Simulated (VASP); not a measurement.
The system is WF3.

```
W F
1.0
     3.79229    0.00000    0.00000
     0.00000    3.79229    0.00000
     0.00000    0.00000    4.26501
W F
1 3
Direct
  0.50000 0.50000 0.94826
  0.50000 0.50000 0.53850
  0.50000 0.00000 0.00703
  0.00000 0.50000 0.00703
```

The cell was built from a structure type or drawn by symmetry, and may not be a known phase.

- Program: VASP 6.6.1
- Task: relaxation of cell and atoms
- Functional: PBE
- Potentials or basis: VASP PAW PBE potentials, release 64 (W_sv, F)
- Cutoff: 600 eV
- k mesh: 4 × 4 × 4
- Occupations: gaussian, width 0.1 eV
- Spin: collinear spin
- Starting moments: [1.62, 0.1, 0.1, 0.1] μB

At the start: pressure 40.0 GPa; volume 15.33 Å³/atom.

Where does the relaxation end?

Over 19 steps the energy falls by 611.9 meV/atom and the volume is 17.96 Å³/atom (+17.1 %); space group P4mm (No. 99, to 0.1 Å) before, Pm-3m (No. 221, to 0.1 Å); moment 2.99 μB per cell.

Step by step:
| step | energy change (eV) | largest force (eV/Å) | pressure (GPa) | volume (Å³) |
| --- | --- | --- | --- | --- |
| 1 | 0.0000 | 9.5694 | 39.98 | 61.34 |
| 2 | -0.8029 | 0.1680 | -11.87 | 101.96 |
| 3 | -2.0046 | 0.1259 | -2.96 | 76.76 |
| 4 | -2.0161 | 0.0880 | -2.23 | 76.03 |
| 5 | -2.0307 | 0.0686 | 0.52 | 73.71 |
| 6 | -2.3816 | 0.2158 | -4.09 | 75.30 |
| 7 | -2.3880 | 0.2651 | -4.35 | 75.47 |
| 8 | -2.4245 | 0.2507 | 1.51 | 70.91 |
| 9 | -2.4378 | 0.2737 | -0.59 | 72.39 |
| 10 | -2.4440 | 0.0746 | 0.20 | 71.79 |
| 11 | -2.4442 | 0.0587 | 0.08 | 71.88 |
| 12 | -2.4446 | 0.0574 | 0.03 | 71.93 |
| 13 | -2.4456 | 0.0937 | -0.21 | 72.10 |
| 14 | -2.4456 | 0.1635 | -0.64 | 72.45 |
| 15 | -2.4459 | 0.1288 | -0.40 | 72.27 |
| 16 | -2.4462 | 0.1214 | -0.38 | 72.25 |
| 17 | -2.4467 | 0.0988 | -0.27 | 72.19 |
| 18 | -2.4475 | 0.0549 | -0.10 | 72.07 |
| 19 | -2.4476 | 0.0334 | 0.23 | 71.83 |

Final structure:
```xyz
4
Lattice="4.1569 0.0000 0.0000 0.0000 4.1569 0.0000 0.0000 0.0000 4.1568" Properties=species:S:1:pos:R:3 pbc="T T T"
W     2.0784    2.0784    0.0072
F     2.0784    2.0784    2.0838
F     2.0784    0.0000    4.1521
F     0.0000    2.0784    4.1521
```

Caveat: the volume moved by over 15 % at a fixed basis, so the end points are rough.
